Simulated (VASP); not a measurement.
# AlN (Fm-3m) in VASP: further runs, part 2 of 2

VASP 6.6.1.

## (4) Electric field gradients, LDA (volume scaled by 0.99)

INCAR reads:

```
PREC = Accurate
ENCUT = 520
EDIFF = 1E-8
ISMEAR = -1
SIGMA = 0.01
LREAL = False
LASPH = True
NELM = 100
ALGO = Normal
ISIF = 2
LWAVE = False
LCHARG = False
LEFG = True
NBANDS = 11
```

KPOINTS reads:

```
Automatic mesh
0
Gamma
  12 12 12
```

POSCAR reads:

```
AlN
1.0
    0.0000000000      1.9713845660      1.9713845660
    1.9713845660      0.0000000000      1.9713845660
    1.9713845660      1.9713845660      0.0000000000
Al N
1 1
Direct
    0.0000000000      0.0000000000      0.0000000000
    0.5000000000      0.5000000000      0.5000000000
```

Potentials or basis: VASP PAW LDA potentials, release 64 (Al, N).

The run is started by

```bash
> cat potpaw_LDA.64/Al/POTCAR potpaw_LDA.64/N/POTCAR > POTCAR
> mpirun -np 1 vasp_std > vasp.out
```

OUTCAR:

```text
PREC = Accurate
   ENCUT = 520
   EDIFF = 1E-8
   ISMEAR = -1
   LREAL = False
   LASPH = True
   NELM = 100
   ISIF = 2

 ion  position               nearest neighbor table
   1  0.000  0.000  0.000-   2 1.97   2 1.97   2 1.97   2 1.97   2 1.97   2 1.97
   2  0.500  0.500  0.500-   1 1.97   1 1.97   1 1.97   1 1.97   1 1.97   1 1.97

  LATTYP: Found a face centered cubic cell.
 ALAT       =     3.9427691320

  Lattice vectors:

 A1 = (   0.0000000000,   1.9713845660,   1.9713845660)
 A2 = (   1.9713845660,   0.0000000000,   1.9713845660)
 A3 = (   1.9713845660,   1.9713845660,   0.0000000000)

Analysis of symmetry for initial positions (statically):
[... 547 lines left out ...]

  energy  without entropy=      -16.1881430057  energy(sigma->0) =      -16.18814301

 Electric field gradients (V/A^2)
---------------------------------------------------------------------
 ion       V_xx      V_yy      V_zz      V_xy      V_xz      V_yz
---------------------------------------------------------------------
   1      -0.000     0.000    -0.000     0.000     0.000     0.000
   2       0.000    -0.000    -0.000     0.000     0.000     0.000
---------------------------------------------------------------------

 Electric field gradients after diagonalization (V/A^2)
 (convention: |V_zz| > |V_xx| > |V_yy|)
----------------------------------------------------------------------
 ion       V_xx      V_yy      V_zz     asymmetry (V_yy - V_xx)/ V_zz
----------------------------------------------------------------------
   1      -0.000    -0.000     0.000       0.000
   2      -0.000    -0.000     0.000       0.000
----------------------------------------------------------------------

           NMR quadrupolar parameters

 Cq : quadrupolar parameter    Cq=e*Q*V_zz/h
 eta: asymmetry parameters     (V_yy - V_xx)/ V_zz
 Q  : nuclear electric quadrupole moment in mb (millibarn)
----------------------------------------------------------------------
 ion       Cq(MHz)       eta       Q (mb)
----------------------------------------------------------------------
   1       0.000       0.000       1.000
   2       0.000       0.000       1.000
----------------------------------------------------------------------
```

OSZICAR:

```text
N       E                     dE             d eps       ncg     rms          rms(c)
DAV:   1     0.479866867700E+01    0.47987E+01   -0.41207E+03  1696   0.623E+02
DAV:   2    -0.176689821769E+02   -0.22468E+02   -0.21175E+02  1912   0.123E+02
DAV:   3    -0.181548212641E+02   -0.48584E+00   -0.48515E+00  1902   0.151E+01
DAV:   4    -0.181562496260E+02   -0.14284E-02   -0.14283E-02  1737   0.979E-01
DAV:   5    -0.181562570548E+02   -0.74288E-05   -0.74288E-05  1869   0.675E-02    0.803E+00
DAV:   6    -0.162527062150E+02    0.19036E+01   -0.79567E+00  1659   0.150E+01    0.293E+00
DAV:   7    -0.162071208472E+02    0.45585E-01   -0.15396E-01  1806   0.266E+00    0.180E+00
DAV:   8    -0.161882361409E+02    0.18885E-01   -0.12306E-02  1653   0.103E+00    0.264E-01
DAV:   9    -0.161881426947E+02    0.93446E-04   -0.48774E-04  1818   0.129E-01    0.154E-01
DAV:  10    -0.161881432882E+02   -0.59348E-06   -0.17322E-05  1716   0.303E-02    0.228E-02
DAV:  11    -0.161881430129E+02    0.27528E-06   -0.43577E-07  1812   0.482E-03    0.451E-03
DAV:  12    -0.161881430057E+02    0.72686E-08   -0.34648E-08  1737   0.133E-03
   1 F= -.16188143E+02 E0= -.16188143E+02  d E =-.865578E-13
```

stdout:

```text
POSCAR found type information on POSCAR AlN
 POSCAR found :  2 types and       2 ions
 scaLAPACK will be used
 LDA part: xc-table for (Slater(with rela. corr.)+CA(PZ))
 , standard interpolation
 POSCAR, INCAR and KPOINTS ok, starting setup
 FFT: planning ... GRIDC
 FFT: planning ... GRID_SOFT
 FFT: planning ... GRID
 WAVECAR not read
 entering main loop
ion   1

ion   2
```

It took 6 s on 1 thread of Intel Xeon Platinum 8488C (Sapphire Rapids), shared host; peak memory 0.13 GiB.

Results:

* Free energy: -16.1881 eV
* Pressure: 16.6 GPa
* Band gap on the k mesh: 5.05 eV, indirect (least direct gap 6.91 eV)

Caveat: without QUAD_EFG the Cq values of the log hold for a quadrupole moment of 1 mb, not for the nuclei.

## (5) Electric field gradients, LDA (volume scaled by 1.02)

INCAR reads:

```
PREC     = Accurate       # precision mode
ENCUT    = 520            # plane-wave cutoff, eV
EDIFF    = 1E-8           # SCF threshold, eV
ISMEAR   = -1             # smearing method
SIGMA    = 0.01           # smearing width, eV
LREAL    = F              # projectors in reciprocal space
LASPH    = T              # aspherical terms in the spheres
NELM     = 100            # most SCF steps
ALGO     = Normal         # electronic algorithm
ISIF     = 2              # what is computed and relaxed
LWAVE    = F              # write WAVECAR
LCHARG   = F              # write CHGCAR
LEFG     = T            
NBANDS   = 11             # bands
```

KPOINTS is that of step 4.

POSCAR reads:

```
AlN
1.0
    0.0000000000      1.9910997195      1.9910997195
    1.9910997195      0.0000000000      1.9910997195
    1.9910997195      1.9910997195      0.0000000000
Al N
1 1
Direct
    0.0000000000      0.0000000000      0.0000000000
    0.5000000000      0.5000000000      0.5000000000
```

Potentials or basis: VASP PAW LDA potentials, release 64 (Al, N).

The run is started by

```bash
> cat potpaw_LDA.64/Al/POTCAR potpaw_LDA.64/N/POTCAR > POTCAR
> mpirun -np 1 vasp_std > vasp.out
```

OUTCAR:

```text
PREC = Accurate
   ENCUT = 520
   EDIFF = 1E-8
   ISMEAR = -1
   LREAL = F
   LASPH = T
   NELM = 100
   ISIF = 2

 ion  position               nearest neighbor table
   1  0.000  0.000  0.000-   2 1.99   2 1.99   2 1.99   2 1.99   2 1.99   2 1.99
   2  0.500  0.500  0.500-   1 1.99   1 1.99   1 1.99   1 1.99   1 1.99   1 1.99

  LATTYP: Found a face centered cubic cell.
 ALAT       =     3.9821994390

  Lattice vectors:

 A1 = (   0.0000000000,   1.9910997195,   1.9910997195)
 A2 = (   1.9910997195,   0.0000000000,   1.9910997195)
 A3 = (   1.9910997195,   1.9910997195,   0.0000000000)

Analysis of symmetry for initial positions (statically):
=====================================================================
 Subroutine PRICEL returns:
 Original cell was already a primitive cell.

 Routine SETGRP: Setting up the symmetry group for a
 face centered cubic supercell.

 Subroutine GETGRP returns: Found 48 space group operations
 (whereof 48 operations were pure point group operations)
 out of a pool of 48 trial point group operations.

The static configuration has the point symmetry O_h .

Analysis of symmetry for dynamics (positions and initial velocities):
=====================================================================
 Subroutine PRICEL returns:
 Original cell was already a primitive cell.

 Routine SETGRP: Setting up the symmetry group for a
 face centered cubic supercell.

 Subroutine GETGRP returns: Found 48 space group operations
 (whereof 48 operations were pure point group operations)
 out of a pool of 48 trial point group operations.

The dynamic configuration has the point symmetry O_h .

[... 162 lines left out ...]
      8      22.4793      0.00000
      9      27.8297      0.00000
     10      28.2827      0.00000
     11      28.2827      0.00000
[... 309 lines left out ...]
 k-point    24 :      -0.4167    0.1667    0.0000
  band No.  band energies     occupation
      1      -3.7035      2.00000
      2       2.2959      2.00000
      3       7.1283      2.00000
      4       8.7997      2.00000
      5      18.0678      0.00000
      6      20.0375      0.00000
      7      22.6103      0.00000
      8      23.4459      0.00000
      9      28.9417      0.00000
     10      30.4086      0.00000
     11      30.7537      0.00000

 [... further k-points ...]
[... 5 lines left out ...]
  --------------------------------------------------------------------------------------
  -------------------------------------------------------------------------------------
  Total        0.6860924      0.6860924      0.6860924     -0.0000000     -0.0000000      0.0000000
  in kB       69.6280386     69.6280386     69.6280386     -0.0000000     -0.0000000      0.0000000
  external PRESSURE =      69.6280386 kB  Pullay stress =       0.0000000 kB

 VOLUME and BASIS-vectors are now :
 -----------------------------------------------------------------------------
  energy-cutoff  :      520.00
  volume of cell :       15.79
      direct lattice vectors                 reciprocal lattice vectors
     0.000000000  1.991099719  1.991099719    -0.251117508  0.251117508  0.251117508
     1.991099719  0.000000000  1.991099719     0.251117508 -0.251117508  0.251117508
     1.991099719  1.991099719  0.000000000     0.251117508  0.251117508 -0.251117508

 POSITION                                       TOTAL-FORCE (eV/Angst)
 -----------------------------------------------------------------------------------
      0.00000      0.00000      0.00000        -0.000000      0.000000      0.000000
      1.99110      1.99110      1.99110         0.000000     -0.000000     -0.000000
 -----------------------------------------------------------------------------------
    total drift:                               -0.000000     -0.000000      0.000000

  FREE ENERGIE OF THE ION-ELECTRON SYSTEM (eV)
  ---------------------------------------------------
  free  energy   TOTEN  =       -16.2223215276 eV

  energy  without entropy=      -16.2223215276  energy(sigma->0) =      -16.22232153

 Electric field gradients (V/A^2)
---------------------------------------------------------------------
 ion       V_xx      V_yy      V_zz      V_xy      V_xz      V_yz
---------------------------------------------------------------------
   1      -0.000     0.000     0.000     0.000     0.000     0.000
   2      -0.000     0.000    -0.000     0.000     0.000     0.000
---------------------------------------------------------------------

 Electric field gradients after diagonalization (V/A^2)
 (convention: |V_zz| > |V_xx| > |V_yy|)
----------------------------------------------------------------------
 ion       V_xx      V_yy      V_zz     asymmetry (V_yy - V_xx)/ V_zz
----------------------------------------------------------------------
   1      -0.000    -0.000     0.000       0.000
   2      -0.000    -0.000     0.001       0.000
----------------------------------------------------------------------

           NMR quadrupolar parameters

 Cq : quadrupolar parameter    Cq=e*Q*V_zz/h
 eta: asymmetry parameters     (V_yy - V_xx)/ V_zz
 Q  : nuclear electric quadrupole moment in mb (millibarn)
----------------------------------------------------------------------
 ion       Cq(MHz)       eta       Q (mb)
----------------------------------------------------------------------
   1       0.000       0.000       1.000
   2       0.000       0.000       1.000
----------------------------------------------------------------------
```

Wall time 5.8 s (1 thread of Intel Xeon Platinum 8488C (Sapphire Rapids), shared host); peak memory 0.13 GiB.

Results:

* Free energy: -16.2223 eV
* Pressure: 7.0 GPa
* Band gap on the k mesh: 4.91 eV, indirect (least direct gap 6.45 eV)

Levels at points of the mesh, in eV from the valence-band top:
```csv
k point,band 1,band 2,band 3,band 4,band 5,band 6,band 7,band 8
"(0.00, 0.00, 0.00)",-17.83,0.00,0.00,0.00,6.45,12.16,12.16,12.16
"(0.50, 0.00, 0.00)",-14.31,-8.64,-1.17,-1.17,6.42,11.18,11.18,13.81
"(0.50, 0.50, 0.00)",-13.23,-7.73,-2.93,-2.93,4.91,5.11,14.45,17.71
```

Caveat: without QUAD_EFG the Cq values of the log hold for a quadrupole moment of 1 mb, not for the nuclei.

## (6) The runs side by side

```tsv
cell	gap on the mesh (eV)	pressure (GPa)
a = 2.760 Å, angles 60.0°, 2 atoms	4.98	27.7
a = 2.788 Å, angles 60.0°, 2 atoms	5.05	16.6
a = 2.816 Å, angles 60.0°, 2 atoms	4.91	7.0
```

Alike in all rows: task electric field gradients; level LDA; potentials or basis VASP PAW LDA potentials, release 64 (Al, N); no spin polarisation; k mesh 12 × 12 × 12; cutoff (eV) 520; smearing fermi-dirac 0.01 eV.

Absolute energies hang on the potentials; compare differences alone.
